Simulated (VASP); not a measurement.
## SiO2: single point with r2SCAN

The system is SiO2.

```xyz
9
Lattice="5.0591 0.0000 0.0000 -2.5295 4.3813 0.0000 0.0000 0.0000 5.5410" Properties=species:S:1:pos:R:3 pbc="T T T"
Si   -1.2648    2.1906    1.8470
Si    1.2648    2.1906    3.6940
Si    2.5295    0.0000    0.0000
O     0.9493    3.4689    4.6175
O     2.5295    2.5566    2.7705
O     3.4788    0.9124    0.9235
O     1.5803    0.9124    4.6175
O     0.0000    1.8247    2.7705
O    -0.9493    3.4689    0.9235
```

```json
{"Program": "VASP 6.6.1", "Task": "single point", "Functional": "r2SCAN", "Potentials or basis": "VASP PAW PBE potentials, release 64 (Si, O)", "Cutoff": "520 eV", "k mesh": "6 × 6 × 4", "Occupations": "fermi-dirac, width 0.02 eV", "Spin": "no spin polarisation"}
```

The pressure is 0.2 GPa and the largest force is 0.011 eV/Å. The band gap on the k mesh is 6.30 eV (least direct gap 6.49 eV).

Forces in eV/Å, atoms in the order of the input:
```
Si   0.000  0.000  0.000
Si   0.000  0.000  0.000
Si   0.000  0.000  0.000
O   -0.010 -0.006  0.000
O    0.000 -0.011  0.000
O   -0.010  0.006  0.000
O    0.010  0.006  0.000
O    0.000  0.011  0.000
O    0.010 -0.006  0.000
```

Levels at points of the mesh, in eV from the valence-band top:
| k point | band 21 | band 22 | band 23 | band 24 | band 25 | band 26 | band 27 | band 28 |
| --- | --- | --- | --- | --- | --- | --- | --- | --- |
| (0.00, 0.00, 0.00) | -1.00 | -0.46 | -0.46 | -0.19 | 6.30 | 9.74 | 9.74 | 10.07 |
| (0.50, 0.00, 0.00) | -1.17 | -1.02 | -0.35 | 0.00 | 8.41 | 9.27 | 10.39 | 10.54 |
| (0.00, 0.00, 0.50) | -1.17 | -0.29 | 0.00 | 0.00 | 8.17 | 8.17 | 9.24 | 10.74 |
| (0.50, 0.00, 0.50) | -0.94 | -0.73 | -0.70 | -0.34 | 9.51 | 9.90 | 10.00 | 10.15 |

It took 2.8 min on 1 thread of Intel(R) Xeon(R) 6975P-C (Granite Rapids), with other jobs on the host, peak memory 0.28 GiB.

Caveat: the PAW data sets were made with another functional, which shifts forces and pressure a little. A k mesh can miss the band edges.
